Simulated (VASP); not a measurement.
# BN (Cm) in VASP: a series of runs

The runs below take BN through single point, with PBE+D3(BJ).

Everything below comes from runs of VASP 6.6.1. Logs are shortened: lines on timing, memory, paths and dates and some standing lists are left out, and cuts for length are marked.

## (1) The cell of the first run

The structure is monoclinic, space group Cm (No. 8). The conventional cell has a = 4.341 Å, b = 2.506 Å, c = 6.597 Å, α = 90.00°, β = 90.00°, γ = 90.00°. Within 1.9 Å of B (site symmetry m) lie 3 N at 1.41 to 1.55 Å. Within 1.9 Å of B (site symmetry m) lie 3 N at 1.45 Å. N (site symmetry m) has 3 B at 1.45 Å within 1.9 Å. Within 1.9 Å of N (site symmetry m) lie 3 B at 1.41 to 1.55 Å.

## (2) Single point, PBE+D3(BJ) (atom 1 (B) moved by +0.096 Å along [1 2 0] and -0.192 Å along [0 0 1])

File INCAR:

```
PREC = Accurate
ENCUT = 520
EDIFF = 1E-6
ISMEAR = 0
SIGMA = 0.05
LREAL = F
LASPH = T
NELM = 80
ALGO = Normal
ISIF = 2
LWAVE = F
LCHARG = T
GGA = PE
IVDW = 12
LELF = T
LVHAR = T
NBANDS = 16
```

File KPOINTS:

```
Automatic mesh
0
Gamma
  12 12 4
```

File POSCAR:

```
BN
1.0
    2.5061233057      0.0000000000      0.0000000000
   -1.2530616528      2.1703664477      0.0000000000
    0.0000000000      0.0000000000      6.5973571420
B N
2 2
Direct
    0.0221160809      0.0442321619      0.4708974373
    0.3333333333      0.6666666667      0.0000000000
    0.0000000000      0.0000000000      0.0000000000
    0.6666666667      0.3333333333      0.5000000000
```

Potentials or basis: VASP PAW PBE potentials, release 64 (B, N).

The run is started by

```console
> cat potpaw_PBE.64/B/POTCAR potpaw_PBE.64/N/POTCAR > POTCAR
> mpirun -np 1 vasp_std > vasp.out
```

OUTCAR:

```text
PREC = Accurate
   ENCUT = 520
   EDIFF = 1E-6
   ISMEAR = 0
   LREAL = F
   LASPH = T
   NELM = 80
   ISIF = 2
   GGA = PE
   IVDW = 12
 IVDW          = 12

 ion  position               nearest neighbor table
   1  0.022  0.044  0.471-   4 1.41   4 1.41   4 1.55
   2  0.333  0.667  0.000-   3 1.45   3 1.45   3 1.45
   3  0.000  0.000  0.000-   2 1.45   2 1.45   2 1.45
   4  0.667  0.333  0.500-   1 1.41   1 1.41   1 1.55

  LATTYP: Found a hexagonal cell.
 ALAT       =     2.5061233057
 C/A-ratio  =     2.6324950281

  Lattice vectors:

 A1 = (   2.5061233057,   0.0000000000,   0.0000000000)
 A2 = (  -1.2530616528,   2.1703664477,   0.0000000000)
 A3 = (   0.0000000000,   0.0000000000,   6.5973571420)

Analysis of symmetry for initial positions (statically):
=====================================================================
 Subroutine PRICEL returns:
 Original cell was already a primitive cell.

 Routine SETGRP: Setting up the symmetry group for a
 hexagonal supercell.

 Subroutine GETGRP returns: Found  2 space group operations
 (whereof  2 operations were pure point group operations)
 out of a pool of 24 trial point group operations.

The static configuration has the point symmetry C_1h.

Analysis of symmetry for dynamics (positions and initial velocities):
=====================================================================
 Subroutine PRICEL returns:
 Original cell was already a primitive cell.

 Routine SETGRP: Setting up the symmetry group for a
 hexagonal supercell.

 Subroutine GETGRP returns: Found  2 space group operations
 (whereof  2 operations were pure point group operations)
 out of a pool of 24 trial point group operations.

The dynamic configuration has the point symmetry C_1h.

 Subroutine INISYM returns: Found  2 space group operations
 (whereof  2 operations are pure point group operations),
 and found     1 'primitive' translations

----------------------------------------------------------------------------------------

                                     Primitive cell

  volume of cell :      35.8844

  direct lattice vectors                    reciprocal lattice vectors
     2.506123306  0.000000000  0.000000000     0.399022665  0.230375843  0.000000000
    -1.253061653  2.170366448  0.000000000     0.000000000  0.460751686  0.000000000
     0.000000000  0.000000000  6.597357142     0.000000000  0.000000000  0.151575847

  length of vectors
     2.506123306  2.506123306  6.597357142     0.460751686  0.460751686  0.151575847

  position of ions in fractional coordinates (direct lattice)
     0.022116081  0.044232162  0.470897437
     0.333333333  0.666666667  0.000000000
     0.000000000  0.000000000  0.000000000
     0.666666667  0.333333333  0.500000000

  ion indices of the primitive-cell ions
   primitive index   ion index
                 1           1
                 2           2
                 3           3
                 4           4

----------------------------------------------------------------------------------------

 KPOINTS: Automatic mesh

Automatic generation of k-mesh.
 Grid dimensions read from file:
 generate k-points for:   12   12    4

 Generating k-lattice:

  Cartesian coordinates                     Fractional coordinates (reciprocal lattice)
     0.033251889  0.019197987  0.000000000     0.083333333 -0.000000000  0.000000000
     0.000000000  0.038395974  0.000000000     0.000000000  0.083333333  0.000000000
     0.000000000  0.000000000  0.037893962     0.000000000  0.000000000  0.250000000

  Length of vectors
     0.038395974  0.038395974  0.037893962

  Shift w.r.t. Gamma in fractional coordinates (k-lattice)
     0.000000000  0.000000000  0.000000000

 Subroutine IBZKPT returns following result:
 ===========================================

 Found    164 irreducible k-points:

 Following reciprocal coordinates:
            Coordinates               Weight
  0.000000  0.000000  0.000000      1.000000
  0.083333  0.000000  0.000000      4.000000
  0.000000  0.083333  0.000000      2.000000
  0.166667  0.000000  0.000000      4.000000
  0.000000  0.166667  0.000000      2.000000
  0.250000  0.000000  0.000000      4.000000
[... 16 lines left out ...]
 -0.083333  0.416667  0.000000      4.000000
 -0.416667  0.333333  0.000000      4.000000
 [... further k-points ...]
   k-points           NKPTS =    164   k-points in BZ     NKDIM =    164   number of bands    NBANDS=     16
   number of dos      NEDOS =    301   number of ions     NIONS =      4
   total plane-waves  NPLWV =  20000
   dimension x,y,z NGX =    20 NGY =   20 NGZ =   50
   dimension x,y,z NGXF=    40 NGYF=   40 NGZF=  100
   ions per type =               2   2
   NGX,Y,Z   is equivalent  to a cutoff of  13.27, 13.27, 12.60 a.u.
   NGXF,Y,Z  is equivalent  to a cutoff of  26.53, 26.53, 25.20 a.u.
 SYSTEM =  unknown system
   PREC   = accura    normal or accurate (medium, high low for compatibility)
   ISTART =      0    job   : 0-new  1-cont  2-samecut
   ICHARG =      2    charge: 1-file 2-atom 10-const
   ISPIN  =      1    spin polarized calculation?
   LNONCOLLINEAR =      F non collinear calculations
   LSORBIT =      F    spin-orbit coupling
   LASPH  =      T    aspherical Exc in radial PAW
   ENCUT  =  520.0 eV  38.22 Ry    6.18 a.u.   4.66  4.66 12.27*2*pi/ulx,y,z
   NELM   =     80;   NELMIN=  2; NELMDL= -5     # of ELM steps
   EDIFF  = 0.1E-05   stopping-criterion for ELM
   LREAL  =      F    real-space projection
   EDIFFG = 0.1E-04   stopping-criterion for IOM
   NSW    =      0    number of steps for IOM
   IBRION =     -1    ionic relax: 0-MD 1-quasi-New 2-CG
   NFREE  =      0    steps in history (QN), initial steepest desc. (CG)
   ISIF   =      2    stress and relaxation
   ISYM   =      2    0-nonsym 1-usesym 2-fastsym
   POTIM  = 0.5000    time-step for ionic-motion
   TEBEG  =    0.0;   TEEND  =   0.0 temperature during run
   PSTRESS=    0.0 pullay stress
   NELECT =      16.0000    total number of electrons
   NUPDOWN=      -1.0000    fix difference up-down
   EMIN   =  10.00;   EMAX   =-10.00  energy-range for DOS
   EFERMI =   0.00;   METHOD = LEGACY
   ISMEAR =     0;   SIGMA  =   0.05  broadening in eV -4-tet -1-fermi 0-gaus
   EFERMI_NEDOS =   21; number of points for ismear=-14 and -15
   IALGO  =     38    algorithm
   IMIX   =      4    mixing-type and parameters
     AMIX     =   0.40;   BMIX     =  1.00
     AMIX_MAG =   1.60;   BMIX_MAG =  1.00
  volume/ion in A,a.u.               =       8.97        60.54
  Fermi-wavevector in a.u.,A,eV,Ry     =   1.250680  2.363443 21.282251  1.564201
  Thomas-Fermi vector in A             =   2.384663
   LORBIT       =      0    0 simple, 1 ext, 2 COOP (PROOUT), +10 PAW based schemes
   GGA     = PE    functional components
   LHFCALC =     F    Hartree Fock is set to
   AEXX    =    0.0000 exact exchange contribution
   IVDW    =    12    specifies the selected vdW correction
   LEPSILON=     F    determine dielectric tensor
   LRPA    =     F    only Hartree local field effects (RPA)
 non-spin polarized calculation
 Gauss-broadening in eV      SIGMA  =   0.05
  energy-cutoff  :      520.00
  volume of cell :       35.88
 maximum number of plane-waves:       985
   NGX =  9   NGY =  9   NGZ = 25

 number of electron      15.9999998 magnetization

 Free energy of the ion-electron system (eV)
  ---------------------------------------------------
  ext. energy  EPLUGINS =         0.00000000
  ---------------------------------------------------
  free energy    TOTEN  =       -34.74569310 eV

  energy without entropy =      -34.74569310  energy(sigma->0) =      -34.74569310

 E-fermi :   2.7582     XC(G=0): -10.1367

 val. band max:        2.4581328565   @ k =   0.0000   0.0000   0.5000
 cond. band min:       6.4312260561   @ k =   0.5000   0.0000   0.0000
 fundamental gap:      3.9730931996
 Fermi energy:         2.7582411587

 k-point     1 :       0.0000    0.0000    0.0000
  band No.  band energies     occupation
      1     -15.5363      2.00000
      2     -15.0709      2.00000
      3      -3.9578      2.00000
      4      -1.6688      2.00000
      5       0.3168      2.00000
      6       0.8421      2.00000
[... 8 lines left out ...]
     15      15.5093      0.00000
     16      15.6462      0.00000

 k-point     2 :       0.0833    0.0000    0.0000
  band No.  band energies     occupation
      1     -15.4013      2.00000
      2     -14.9403      2.00000
      3      -3.7711      2.00000
      4      -1.5080      2.00000
      5      -0.1103      2.00000
      6       0.2841      2.00000
[... 8 lines left out ...]
     15      15.2661      0.00000
     16      15.9695      0.00000

 k-point     3 :       0.0000    0.0833    0.0000
  band No.  band energies     occupation
      1     -15.4006      2.00000
      2     -14.9351      2.00000
      3      -3.7734      2.00000
      4      -1.5098      2.00000
      5       0.1178      2.00000
      6       0.2832      2.00000
[... 8 lines left out ...]
     15      15.5800      0.00000
     16      16.0136      0.00000

 k-point     4 :       0.1667    0.0000    0.0000
  band No.  band energies     occupation
      1     -15.0040      2.00000
      2     -14.5564      2.00000
      3      -3.2182      2.00000
      4      -1.3426      2.00000
      5      -1.1234      2.00000
      6      -0.9485      2.00000
[... 8 lines left out ...]
     15      16.0716      0.00000
     16      16.8082      0.00000
[... 324 lines left out ...]
 k-point    22 :       0.3333    0.0833    0.0000
  band No.  band energies     occupation
      1     -13.0755      2.00000
      2     -12.6971      2.00000
      3      -5.4384      2.00000
      4      -5.1722      2.00000
      5      -2.0135      2.00000
      6      -1.1585      2.00000
[... 8 lines left out ...]
     15      17.9372      0.00000
     16      19.4546      0.00000

 k-point    23 :      -0.0833    0.4167    0.0000
  band No.  band energies     occupation
      1     -13.0706      2.00000
      2     -12.5968      2.00000
      3      -5.4279      2.00000
      4      -4.7106      2.00000
      5      -2.0852      2.00000
      6      -1.9923      2.00000
[... 8 lines left out ...]
     15      17.9853      0.00000
     16      18.9766      0.00000

 k-point    24 :      -0.4167    0.3333    0.0000
  band No.  band energies     occupation
      1     -13.0778      2.00000
      2     -12.7295      2.00000
      3      -5.4383      2.00000
      4      -5.1876      2.00000
      5      -2.0134      2.00000
      6      -1.0716      2.00000
[... 8 lines left out ...]
     15      18.0732      0.00000
     16      19.4832      0.00000

 [... further k-points ...]

------------------------ aborting loop because EDIFF is reached ----------------------------------------

 Edisp (eV)   -0.56886

 E8    (eV) :    -0.1669

  FORCE on cell =-STRESS in cart. coord.  units (eV):
  Direction    XX          YY          ZZ          XY          YZ          ZX
  --------------------------------------------------------------------------------------
  -------------------------------------------------------------------------------------
  Total       1.29438    -0.48585    -0.57957    -0.00000     0.59167     0.00000
  in kB      57.79174   -21.69238   -25.87697    -0.00000    26.41720     0.00000
  external pressure =        3.41 kB  Pullay stress =        0.00 kB

 VOLUME and BASIS-vectors are now :
 -----------------------------------------------------------------------------
  energy-cutoff  :      520.00
  volume of cell :       35.88
      direct lattice vectors                 reciprocal lattice vectors
     2.506123306  0.000000000  0.000000000     0.399022665  0.230375843  0.000000000
    -1.253061653  2.170366448  0.000000000     0.000000000  0.460751686  0.000000000
     0.000000000  0.000000000  6.597357142     0.000000000  0.000000000  0.151575847

 POSITION                                       TOTAL-FORCE (eV/Angst)
 -----------------------------------------------------------------------------------
     -0.00000      0.09600      3.10668        -0.000000     -3.114781      2.448093
     -0.00000      1.44691      0.00000         0.000000      0.001958     -0.169667
      0.00000      0.00000      0.00000         0.000000      0.001053      0.143986
      1.25306      0.72346      3.29868         0.000000      3.111770     -2.422413
 -----------------------------------------------------------------------------------
    total drift:                                0.000001      0.000037      0.000058

  FREE ENERGIE OF THE ION-ELECTRON SYSTEM (eV)
  ---------------------------------------------------
  free  energy   TOTEN  =       -35.3145541494 eV

  energy  without entropy=      -35.3145541494  energy(sigma->0) =      -35.31455415
```

Wall time 57 s (1 thread of Intel Xeon 6975P-C, shared host); peak memory 0.22 GiB.

What came out:

| Item | Value |
| --- | --- |
| Free energy | -35.3146 eV |
| Pressure | 0.3 GPa |
| Largest force | 3.962 eV/Å |
| Band gap on the k mesh | 3.97 eV, indirect (least direct gap 4.35 eV) |
| Dispersion energy per atom | -0.142 eV |

Forces on the atoms (eV/Å):
```
B    0.000 -3.115  2.448
B    0.000  0.002 -0.170
N    0.000  0.001  0.144
N    0.000  3.112 -2.422
```

Stress tensor (GPa, compression positive):
```
 5.78  0.00  0.00
 0.00 -2.17  2.64
 0.00  2.64 -2.59
```

Levels at points of the mesh, in eV from the valence-band top:
| k point | band 5 | band 6 | band 7 | band 8 | band 9 | band 10 | band 11 | band 12 |
| --- | --- | --- | --- | --- | --- | --- | --- | --- |
| (0.00, 0.00, 0.00) | -2.14 | -1.62 | -1.62 | 0.00 | 4.78 | 9.97 | 10.21 | 11.30 |
| (0.50, 0.00, 0.00) | -4.41 | -3.50 | -1.45 | -0.69 | 3.97 | 5.07 | 9.40 | 9.49 |
| (0.00, 0.50, 0.00) | -4.47 | -4.39 | -1.64 | -0.94 | 4.33 | 5.67 | 9.40 | 9.52 |
| (0.00, 0.00, 0.50) | -2.14 | -1.62 | -1.62 | 0.00 | 6.63 | 7.91 | 10.14 | 11.30 |
| (0.50, 0.00, 0.50) | -4.40 | -3.50 | -1.24 | -0.78 | 4.07 | 4.45 | 9.55 | 9.70 |
| (0.00, 0.50, 0.50) | -4.46 | -4.40 | -1.36 | -1.12 | 4.43 | 5.05 | 9.56 | 9.76 |

Caveat: the cell differs from its parent crystal (atom 1 (B) moved by +0.096 Å along [1 2 0] and -0.192 Å along [0 0 1]); forces of over 1 eV/Å act on the atoms, so gaps and moduli don't describe the material at rest. A k mesh can miss the band edges.

(Continued in part 2 of 3.)
